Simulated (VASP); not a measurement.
# ZrC: single point with PBEsol

ZrC:

```
Zr C
1.0
     0.00000    2.30303    2.30303
     2.30303    0.00000    2.30303
     2.30303    2.30303    0.00000
Zr C
1 1
Direct
  0.50000 0.50000 0.50000
  0.00000 0.00000 0.00000
```

This cell differs from its parent crystal: volume scaled by 0.960.

```yaml
Program: VASP 6.6.1
Task: single point
Functional: PBEsol
Potentials_or_basis: VASP PAW PBE potentials, release 64 (Zr_sv, C)
Cutoff: 520 eV
k_mesh: 12 × 12 × 12
Occupations: gaussian, width 0.05 eV
Spin: no spin polarisation
```

The pressure is 10.9 GPa and the band gap on the k mesh is zero (band 8 reaches 11.17 eV, above the bottom of band 9 at 9.83 eV).

Levels at points of the mesh, in eV from the Fermi level:
```csv
k point,band 5,band 6,band 7,band 8,band 9,band 10,band 11,band 12
"(0.00, 0.00, 0.00)",-11.56,0.90,0.90,0.90,1.00,1.00,1.00,2.91
"(0.50, 0.00, 0.00)",-8.12,-5.65,-3.22,-3.22,4.76,4.76,5.65,6.68
"(0.50, 0.50, 0.00)",-10.43,-2.09,-2.02,0.07,0.07,4.72,6.06,6.06
```

Run time: 15 s on 1 thread of AMD EPYC 9R45 96-Core Processor (Zen 5), with other jobs on the host, peak memory 0.12 GiB.

Caveat: the PAW data sets were made with another functional, which shifts forces and pressure a little.
